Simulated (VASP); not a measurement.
# Ir3C2 (P6/mmm) in VASP: notebook

Ir3C2 is run at these levels: PBE; tasks: single point.

Program: VASP 6.6.1. These are calculated values, not measurements. Logs are shortened: lines on timing, memory, paths and dates and some standing lists are left out, and cuts for length are marked.

## (1) The cell of the first run

It takes space group P6/mmm (No. 191, hexagonal). Conventional cell: a = 5.581 Å, b = 5.581 Å, c = 2.743 Å, α = 90.00°, β = 90.00°, γ = 120.00°. Within 2.8 Å of Ir (site symmetry mmm) lie 4 C at 2.12 Å and 6 Ir at 2.74 to 2.79 Å. Within 2.8 Å of C (site symmetry -6m2) lie 6 Ir at 2.12 Å and 2 C at 2.74 Å.

The cell was generated, and may not be a known phase.

## (2) Single point, PBE

INCAR reads:

```
SYSTEM = Ir3C2
PREC = Accurate
ENCUT = 700
EDIFF = 1E-6
ISMEAR = 0
SIGMA = 0.1
LREAL = .False.
LASPH = .True.
NELM = 120
ALGO = Normal
ISIF = 2
LWAVE = .False.
LCHARG = .False.
GGA = PE
NBANDS = 38
GGA_COMPAT = .False.
```

KPOINTS reads:

```
Automatic mesh
0
Gamma
  6 6 4
  0 0 0
```

POSCAR reads:

```
Ir3C2
1.0
    5.5805230719      0.0000000000      0.0000000000
   -2.7902615359      4.8328747467      0.0000000000
    0.0000000000      0.0000000000      2.7430538714
Ir C
3 2
Direct
    0.5000000000      0.0000000000      0.7008567846
    0.0000000000      0.5000000000      0.7008567846
    0.5000000000      0.5000000000      0.7008567846
    0.6666666667      0.3333333333      0.2008489725
    0.3333333333      0.6666666667      0.2008489725
```

Potentials or basis: VASP PAW PBE potentials, release 64 (Ir_sv_GW, C).

The run is started by

```console
cat potpaw_PBE.64/Ir_sv_GW/POTCAR potpaw_PBE.64/C/POTCAR > POTCAR
mpirun -np 1 vasp_std > vasp.out
```

OUTCAR:

```text
SYSTEM = Ir3C2
   PREC = Accurate
   ENCUT = 700
   EDIFF = 1E-6
   ISMEAR = 0
   LREAL = .False.
   LASPH = .True.
   NELM = 120
   ISIF = 2
   GGA = PE

 ion  position               nearest neighbor table
   1  0.500  0.000  0.701-   4 2.12   5 2.12   4 2.12   5 2.12   3 2.79   3 2.79   2 2.79   2 2.79

   2  0.000  0.500  0.701-   4 2.12   5 2.12   4 2.12   5 2.12   3 2.79   3 2.79   1 2.79   1 2.79

   3  0.500  0.500  0.701-   4 2.12   5 2.12   4 2.12   5 2.12   2 2.79   2 2.79   1 2.79   1 2.79

   4  0.667  0.333  0.201-   2 2.12   1 2.12   3 2.12   2 2.12   1 2.12   3 2.12
   5  0.333  0.667  0.201-   2 2.12   1 2.12   3 2.12   2 2.12   1 2.12   3 2.12

  LATTYP: Found a hexagonal cell.
 ALAT       =     5.5805230719
 C/A-ratio  =     0.4915406380

  Lattice vectors:

 A1 = (   5.5805230719,   0.0000000000,   0.0000000000)
 A2 = (  -2.7902615359,   4.8328747467,   0.0000000000)
 A3 = (   0.0000000000,   0.0000000000,   2.7430538714)

Analysis of symmetry for initial positions (statically):
=====================================================================
 Subroutine PRICEL returns:
 Original cell was already a primitive cell.

 Routine SETGRP: Setting up the symmetry group for a
 hexagonal supercell.

 Subroutine GETGRP returns: Found 12 space group operations
 (whereof 12 operations were pure point group operations)
 out of a pool of 24 trial point group operations.

The static configuration has the point symmetry C_6v.

Analysis of symmetry for dynamics (positions and initial velocities):
=====================================================================
 Subroutine PRICEL returns:
 Original cell was already a primitive cell.

 Routine SETGRP: Setting up the symmetry group for a
 hexagonal supercell.

 Subroutine GETGRP returns: Found 12 space group operations
 (whereof 12 operations were pure point group operations)
 out of a pool of 24 trial point group operations.

The dynamic configuration has the point symmetry C_6v.

 Subroutine INISYM returns: Found 12 space group operations
 (whereof 12 operations are pure point group operations),
 and found     1 'primitive' translations

----------------------------------------------------------------------------------------

                                     Primitive cell

  volume of cell :      73.9801

  direct lattice vectors                    reciprocal lattice vectors
     5.580523072  0.000000000  0.000000000     0.179194672  0.103458092  0.000000000
    -2.790261536  4.832874747  0.000000000     0.000000000  0.206916184  0.000000000
     0.000000000  0.000000000  2.743053871     0.000000000  0.000000000  0.364557186

  length of vectors
     5.580523072  5.580523072  2.743053871     0.206916184  0.206916184  0.364557186

  position of ions in fractional coordinates (direct lattice)
     0.500000000  0.000000000  0.700856785
     0.000000000  0.500000000  0.700856785
     0.500000000  0.500000000  0.700856785
     0.666666667  0.333333333  0.200848972
     0.333333333  0.666666667  0.200848972

  ion indices of the primitive-cell ions
   primitive index   ion index
                 1           1
                 2           2
                 3           3
                 4           4
                 5           5

----------------------------------------------------------------------------------------

 KPOINTS: Automatic mesh

Automatic generation of k-mesh.
 Grid dimensions read from file:
 generate k-points for:    6    6    4

 Generating k-lattice:

  Cartesian coordinates                     Fractional coordinates (reciprocal lattice)
     0.029865779  0.017243015  0.000000000     0.166666667 -0.000000000  0.000000000
     0.000000000  0.034486031  0.000000000     0.000000000  0.166666667  0.000000000
     0.000000000  0.000000000  0.091139296     0.000000000  0.000000000  0.250000000

  Length of vectors
     0.034486031  0.034486031  0.091139296

  Shift w.r.t. Gamma in fractional coordinates (k-lattice)
     0.000000000  0.000000000  0.000000000

 Subroutine IBZKPT returns following result:
 ===========================================

 Found     21 irreducible k-points:

 Following reciprocal coordinates:
            Coordinates               Weight
  0.000000  0.000000  0.000000      1.000000
  0.166667 -0.000000  0.000000      6.000000
  0.333333  0.000000  0.000000      6.000000
  0.500000 -0.000000  0.000000      3.000000
  0.166667  0.166667  0.000000      6.000000
  0.333333  0.166667  0.000000     12.000000
[... 13 lines left out ...]
  0.333333  0.166667  0.500000     12.000000
  0.333333  0.333333  0.500000      2.000000
   k-points           NKPTS =     21   k-points in BZ     NKDIM =     21   number of bands    NBANDS=     38
   number of dos      NEDOS =    301   number of ions     NIONS =      5
   total plane-waves  NPLWV =  55296
   dimension x,y,z NGX =    48 NGY =   48 NGZ =   24
   dimension x,y,z NGXF=    96 NGYF=   96 NGZF=   48
   ions per type =               3   2
   NGX,Y,Z   is equivalent  to a cutoff of  14.30, 14.30, 14.55 a.u.
   NGXF,Y,Z  is equivalent  to a cutoff of  28.60, 28.60, 29.09 a.u.
 SYSTEM =  Ir3C2
   PREC   = accura    normal or accurate (medium, high low for compatibility)
   ISTART =      0    job   : 0-new  1-cont  2-samecut
   ICHARG =      2    charge: 1-file 2-atom 10-const
   ISPIN  =      1    spin polarized calculation?
   LNONCOLLINEAR =      F non collinear calculations
   LSORBIT =      F    spin-orbit coupling
   LASPH  =      T    aspherical Exc in radial PAW
   ENCUT  =  700.0 eV  51.45 Ry    7.17 a.u.  12.04 12.04  5.92*2*pi/ulx,y,z
   NELM   =    120;   NELMIN=  2; NELMDL= -5     # of ELM steps
   EDIFF  = 0.1E-05   stopping-criterion for ELM
   LREAL  =      F    real-space projection
   EDIFFG = 0.1E-04   stopping-criterion for IOM
   NSW    =      0    number of steps for IOM
   IBRION =     -1    ionic relax: 0-MD 1-quasi-New 2-CG
   NFREE  =      0    steps in history (QN), initial steepest desc. (CG)
   ISIF   =      2    stress and relaxation
   ISYM   =      2    0-nonsym 1-usesym 2-fastsym
   POTIM  = 0.5000    time-step for ionic-motion
   TEBEG  =    0.0;   TEEND  =   0.0 temperature during run
   PSTRESS=    0.0 pullay stress
   NELECT =      59.0000    total number of electrons
   NUPDOWN=      -1.0000    fix difference up-down
   EMIN   =  10.00;   EMAX   =-10.00  energy-range for DOS
   EFERMI =   0.00;   METHOD = LEGACY
   ISMEAR =     0;   SIGMA  =   0.10  broadening in eV -4-tet -1-fermi 0-gaus
   EFERMI_NEDOS =   21; number of points for ismear=-14 and -15
   IALGO  =     38    algorithm
   IMIX   =      4    mixing-type and parameters
     AMIX     =   0.40;   BMIX     =  1.00
     AMIX_MAG =   1.60;   BMIX_MAG =  1.00
  volume/ion in A,a.u.               =      14.80        99.85
  Fermi-wavevector in a.u.,A,eV,Ry     =   1.518171  2.868926 31.359278  2.304842
  Thomas-Fermi vector in A             =   2.627327
   LORBIT       =      0    0 simple, 1 ext, 2 COOP (PROOUT), +10 PAW based schemes
   GGA     = PE    functional components
   LHFCALC =     F    Hartree Fock is set to
   AEXX    =    0.0000 exact exchange contribution
   IVDW    =     0    specifies the selected vdW correction
   LEPSILON=     F    determine dielectric tensor
   LRPA    =     F    only Hartree local field effects (RPA)
 non-spin polarized calculation
 Gauss-broadening in eV      SIGMA  =   0.10
  energy-cutoff  :      700.00
  volume of cell :       73.98
 maximum number of plane-waves:      3136
   NGX = 25   NGY = 25   NGZ = 11

 number of electron      59.0000000 magnetization

 Free energy of the ion-electron system (eV)
  ---------------------------------------------------
  ext. energy  EPLUGINS =         0.00000000
  ---------------------------------------------------
  free energy    TOTEN  =       -42.72028132 eV

  energy without entropy =      -42.70359391  energy(sigma->0) =      -42.71193762

 E-fermi :   7.3260     XC(G=0): -11.6884

 val. band max:        7.2689214411   @ k =   0.1667   0.1667   0.2500
 cond. band min:       7.3503107509   @ k =   0.3333   0.0000   0.2500
 fundamental gap:      0.0813893099
 Fermi energy:         7.3259721978

 k-point     1 :       0.0000    0.0000    0.0000
  band No.  band energies     occupation
      1     -85.3028      2.00000
      2     -85.2792      2.00000
      3     -85.2792      2.00000
      4     -42.8019      2.00000
      5     -42.4084      2.00000
      6     -42.4084      2.00000
[... 30 lines left out ...]
     37      13.1122      0.00000
     38      15.3992      0.00000

 k-point     2 :       0.1667   -0.0000    0.0000
  band No.  band energies     occupation
      1     -85.3015      2.00000
      2     -85.2806      2.00000
      3     -85.2792      2.00000
      4     -42.7784      2.00000
      5     -42.4302      2.00000
      6     -42.4059      2.00000
[... 30 lines left out ...]
     37      13.3242      0.00000
     38      14.9537      0.00000

 k-point     3 :       0.3333    0.0000    0.0000
  band No.  band energies     occupation
      1     -85.2979      2.00000
      2     -85.2842      2.00000
      3     -85.2792      2.00000
      4     -42.7184      2.00000
      5     -42.4868      2.00000
      6     -42.4007      2.00000
[... 30 lines left out ...]
     37      13.8784      0.00000
     38      13.9169      0.00000

 k-point     4 :       0.5000   -0.0000    0.0000
  band No.  band energies     occupation
      1     -85.2949      2.00000
      2     -85.2870      2.00000
      3     -85.2791      2.00000
      4     -42.6716      2.00000
      5     -42.5320      2.00000
      6     -42.3981      2.00000
[... 30 lines left out ...]
     37      14.7895      0.00000
     38      14.7978      0.00000
[... 580 lines left out ...]
      4     -42.6806      2.00000
      5     -42.5200      2.00000
      6     -42.4760      2.00000
[... 30 lines left out ...]
     37      14.1335      0.00000
     38      14.4883      0.00000

 k-point    20 :       0.3333    0.1667    0.5000
  band No.  band energies     occupation
      1     -85.2751      2.00000
      2     -85.2673      2.00000
      3     -85.2595      2.00000
      4     -42.6172      2.00000
      5     -42.5090      2.00000
      6     -42.4870      2.00000
[... 30 lines left out ...]
     37      14.3721      0.00000
     38      15.1790      0.00000

 k-point    21 :       0.3333    0.3333    0.5000
  band No.  band energies     occupation
      1     -85.2712      2.00000
      2     -85.2712      2.00000
      3     -85.2595      2.00000
      4     -42.5521      2.00000
      5     -42.5521      2.00000
      6     -42.4980      2.00000
[... 30 lines left out ...]
     37      15.8568      0.00000
     38      15.8634      0.00000

------------------------ aborting loop because EDIFF is reached ----------------------------------------

  FORCE on cell =-STRESS in cart. coord.  units (eV):
  Direction    XX          YY          ZZ          XY          YZ          ZX
  --------------------------------------------------------------------------------------
  -------------------------------------------------------------------------------------
  Total       -0.0820597     -0.0820597     -0.1232712     -0.0000000     -0.0000000      0.0000000
  in kB       -1.7771562     -1.7771562     -2.6696691     -0.0000000     -0.0000000      0.0000000
  external PRESSURE =      -2.0746605 kB  Pullay stress =       0.0000000 kB

 VOLUME and BASIS-vectors are now :
 -----------------------------------------------------------------------------
  energy-cutoff  :      700.00
  volume of cell :       73.98
      direct lattice vectors                 reciprocal lattice vectors
     5.580523072  0.000000000  0.000000000     0.179194672  0.103458092  0.000000000
    -2.790261536  4.832874747  0.000000000     0.000000000  0.206916184  0.000000000
     0.000000000  0.000000000  2.743053871     0.000000000  0.000000000  0.364557186

 POSITION                                       TOTAL-FORCE (eV/Angst)
 -----------------------------------------------------------------------------------
      2.79026      0.00000      1.92249         0.000000     -0.000000     -0.000097
     -1.39513      2.41644      1.92249         0.000000     -0.000000     -0.000097
      1.39513      2.41644      1.92249         0.000000     -0.000000     -0.000097
      2.79026      1.61096      0.55094        -0.000000     -0.000000      0.000145
     -0.00000      3.22192      0.55094        -0.000000      0.000000      0.000145
 -----------------------------------------------------------------------------------
    total drift:                               -0.000000     -0.000000     -0.000099

  FREE ENERGIE OF THE ION-ELECTRON SYSTEM (eV)
  ---------------------------------------------------
  free  energy   TOTEN  =       -42.7202813250 eV

  energy  without entropy=      -42.7035939098  energy(sigma->0) =      -42.71193762
```

Wall time 2.1 min (1 thread of AMD EPYC 7R43 (Zen 3), shared host); peak memory 0.23 GiB.

What came out:

```yaml
Free_energy: -42.7203 eV
Pressure: -0.2 GPa
Band_gap_on_the_k_mesh: zero (an odd number of electrons rules out a gap without spin polarisation)
```

Caveat: the k points lie up to 0.57 Å⁻¹ apart, too coarse for converged energies and pressures of a metal; spin-orbit coupling is left out, which moves the levels of the heavy elements.

## (3) Single point, PBE

INCAR reads:

```
SYSTEM = Ir3C2
ALGO = Normal
EDIFF = 1E-6
ENCUT = 700
GGA = PE
GGA_COMPAT = .FALSE.
ISIF = 2
ISMEAR = 0
LASPH = .TRUE.
LCHARG = .FALSE.
LREAL = .FALSE.
LWAVE = .FALSE.
NBANDS = 38
NELM = 120
PREC = Accurate
SIGMA = 0.1
```

KPOINTS reads:

```
k-points
0
G
  6 6 6
  0 0 0
```

POSCAR reads:

```
Ir3C2
1.0
    5.5664791115      0.0000000000      0.0000000000
   -2.7832395557      4.8207123202      0.0000000000
    0.0000000000      0.0000000000      2.7536008600
Ir C
3 2
Direct
    0.5000000000      0.0000000000      0.5000000000
    0.0000000000      0.5000000000      0.5000000000
    0.5000000000      0.5000000000      0.5000000000
    0.6666666667      0.3333333333      0.0000000000
    0.3333333333      0.6666666667      0.0000000000
```

Potentials or basis: VASP PAW PBE potentials, release 64 (Ir_sv_GW, C).

The run is started by

```console
cat potpaw_PBE.64/Ir_sv_GW/POTCAR potpaw_PBE.64/C/POTCAR > POTCAR
mpirun -np 1 vasp_std > vasp.out
```

OUTCAR:

```text
SYSTEM = Ir3C2
   EDIFF = 1E-6
   ENCUT = 700
   GGA = PE
   ISIF = 2
   ISMEAR = 0
   LASPH = .TRUE.
   LREAL = .FALSE.
   NELM = 120
   PREC = Accurate

 ion  position               nearest neighbor table
   1  0.500  0.000  0.500-   4 2.12   5 2.12   4 2.12   5 2.12   3 2.78   3 2.78   2 2.78   2 2.78

   2  0.000  0.500  0.500-   4 2.12   5 2.12   4 2.12   5 2.12   3 2.78   3 2.78   1 2.78   1 2.78

   3  0.500  0.500  0.500-   4 2.12   5 2.12   4 2.12   5 2.12   1 2.78   1 2.78   2 2.78   2 2.78

   4  0.667  0.333  0.000-   1 2.12   1 2.12   2 2.12   2 2.12   3 2.12   3 2.12
   5  0.333  0.667  0.000-   1 2.12   1 2.12   2 2.12   2 2.12   3 2.12   3 2.12

  LATTYP: Found a hexagonal cell.
 ALAT       =     5.5664791115
 C/A-ratio  =     0.4946755040

  Lattice vectors:

 A1 = (   5.5664791115,   0.0000000000,   0.0000000000)
 A2 = (  -2.7832395557,   4.8207123202,   0.0000000000)
 A3 = (   0.0000000000,   0.0000000000,   2.7536008600)

Analysis of symmetry for initial positions (statically):
=====================================================================
 Subroutine PRICEL returns:
[... 180 lines left out ...]
 cond. band min:       7.5836098439   @ k =   0.3333   0.1667   0.3333
 fundamental gap:      0.1070517431
 Fermi energy:         7.5008153765

 k-point     1 :       0.0000    0.0000    0.0000
  band No.  band energies     occupation
      1     -85.2528      2.00000
      2     -85.2282      2.00000
      3     -85.2282      2.00000
      4     -42.7816      2.00000
      5     -42.3771      2.00000
      6     -42.3771      2.00000
[... 973 lines left out ...]
     37      14.0713      0.00000
     38      14.5454      0.00000

 [... further k-points ...]

------------------------ aborting loop because EDIFF is reached ----------------------------------------

  FORCE on cell =-STRESS in cart. coord.  units (eV):
  Direction    XX          YY          ZZ          XY          YZ          ZX
  --------------------------------------------------------------------------------------
  -------------------------------------------------------------------------------------
  Total       -0.1085704     -0.1085704     -0.0933624     -0.0000000     -0.0000000      0.0000000
  in kB       -2.3541228     -2.3541228     -2.0243697     -0.0000000     -0.0000000      0.0000000
  external PRESSURE =      -2.2442051 kB  Pullay stress =       0.0000000 kB

 VOLUME and BASIS-vectors are now :
 -----------------------------------------------------------------------------
  energy-cutoff  :      700.00
  volume of cell :       73.89
      direct lattice vectors                 reciprocal lattice vectors
     5.566479111  0.000000000  0.000000000     0.179646771  0.103719112  0.000000000
    -2.783239556  4.820712320  0.000000000     0.000000000  0.207438224  0.000000000
     0.000000000  0.000000000  2.753600860     0.000000000  0.000000000  0.363160840

 POSITION                                       TOTAL-FORCE (eV/Angst)
 -----------------------------------------------------------------------------------
      2.78324      0.00000      1.37680        -0.000000      0.000000      0.000000
     -1.39162      2.41036      1.37680        -0.000000      0.000000      0.000000
      1.39162      2.41036      1.37680        -0.000000      0.000000      0.000000
      2.78324      1.60690      0.00000        -0.000000     -0.000000      0.000000
     -0.00000      3.21381      0.00000         0.000000      0.000000     -0.000000
 -----------------------------------------------------------------------------------
    total drift:                               -0.000000      0.000000     -0.000000

  FREE ENERGIE OF THE ION-ELECTRON SYSTEM (eV)
  ---------------------------------------------------
  free  energy   TOTEN  =       -42.7451376011 eV

  energy  without entropy=      -42.7403101429  energy(sigma->0) =      -42.74272387
```

OSZICAR:

```text
N       E                     dE             d eps       ncg     rms          rms(c)
DAV:   1     0.724416188736E+03    0.72442E+03   -0.47159E+04  2344   0.200E+03
DAV:   2    -0.140255077642E+02   -0.73844E+03   -0.72175E+03  2548   0.555E+02
DAV:   3    -0.512158881320E+02   -0.37190E+02   -0.36351E+02  2626   0.117E+02
DAV:   4    -0.518499704749E+02   -0.63408E+00   -0.62998E+00  2536   0.152E+01
DAV:   5    -0.518612426772E+02   -0.11272E-01   -0.11265E-01  2622   0.169E+00    0.112E+02
DAV:   6    -0.435522184131E+02    0.83090E+01   -0.41984E+01  2304   0.340E+01    0.601E+01
DAV:   7    -0.431706964077E+02    0.38152E+00   -0.79676E+00  2320   0.156E+01    0.316E+01
DAV:   8    -0.427547558001E+02    0.41594E+00   -0.93078E-01  2356   0.593E+00    0.102E+00
DAV:   9    -0.427471148302E+02    0.76410E-02   -0.15397E-01  2434   0.169E+00    0.277E+00
DAV:  10    -0.427460788916E+02    0.10359E-02   -0.34182E-03  2468   0.346E-01    0.163E+00
DAV:  11    -0.427451954433E+02    0.88345E-03   -0.21690E-03  2400   0.251E-01    0.674E-01
DAV:  12    -0.427451400850E+02    0.55358E-04   -0.26027E-04  2472   0.854E-02    0.247E-01
DAV:  13    -0.427451384562E+02    0.16288E-05   -0.36587E-05  2460   0.295E-02    0.328E-02
DAV:  14    -0.427451376011E+02    0.85514E-06   -0.39095E-06  2180   0.111E-02
   1 F= -.42745138E+02 E0= -.42742724E+02  d E =-.482746E-02
```

It took 76 s on 1 thread of Intel Xeon Platinum 8375C at 2.90GHz (Ice Lake), shared host; peak memory 0.29 GiB.

Results:

| Item | Value |
| --- | --- |
| Free energy | -42.7451 eV |
| Pressure | -0.2 GPa |
| Band gap on the k mesh | zero (an odd number of electrons rules out a gap without spin polarisation) |

Caveat: the k points lie up to 0.38 Å⁻¹ apart, too coarse for converged energies and pressures of a metal; spin-orbit coupling is left out, which moves the levels of the heavy elements.

The gap in the log of VASP goes by the Fermi energy; the results here count the filled bands.